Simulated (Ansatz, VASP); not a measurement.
## One calculation of TaSi2, two programs

```
Ta Si
1.0
     4.76136    0.00000    0.00000
    -2.38068    4.12346    0.00000
     0.00000    0.00000    6.55812
Ta Si
3 6
Direct
  0.32022 0.00000 0.90211
  0.50000 0.50000 0.66667
  0.00000 0.50000 0.33333
  0.15926 0.31852 0.00000
  0.84074 0.15926 0.66667
  0.68148 0.84074 0.33333
  0.84074 0.68148 0.00000
  0.15926 0.84074 0.66667
  0.31852 0.15926 0.33333
```

Alike in both runs: task single point; functional PBEsol; k mesh 9 × 9 × 6; occupations gaussian, width 0.15 eV; no spin polarisation.

|  | VASP | Ansatz |
| --- | --- | --- |
| version | VASP 6.6.1 | Ansatz 0.2.0 |
| potentials or method | VASP PAW PBE potentials, release 64 (Ta_pv, Si), cutoff 520 eV | scalar-relativistic, plane waves, PAW |
| valence electrons in the cell | 57 | 63 |

Ansatz gave:

- gap on the k mesh at the Fermi level (eV): none
- rms of the force components (eV/Å): 9.291

**Question.** What did VASP give for the same quantities?

**Answer.** gap on the k mesh at the Fermi level (eV): none; rms of the force components (eV/Å): 9.257.

VASP's potentials were made for PBE, not for PBEsol, and Ansatz warns of the same on its side. Atom by atom the forces differ by 0.054 eV/Å (rms over components). A gap of «none» marks a metal or a gap that the smearing closes. The functional is the same, so the differences come from potentials, cutoffs and numerics. VASP's potentials hold 57 valence electrons a cell and Ansatz's 63, so a difference there can come from the potentials and not from the codes.

Neither program's run includes spin-orbit coupling.
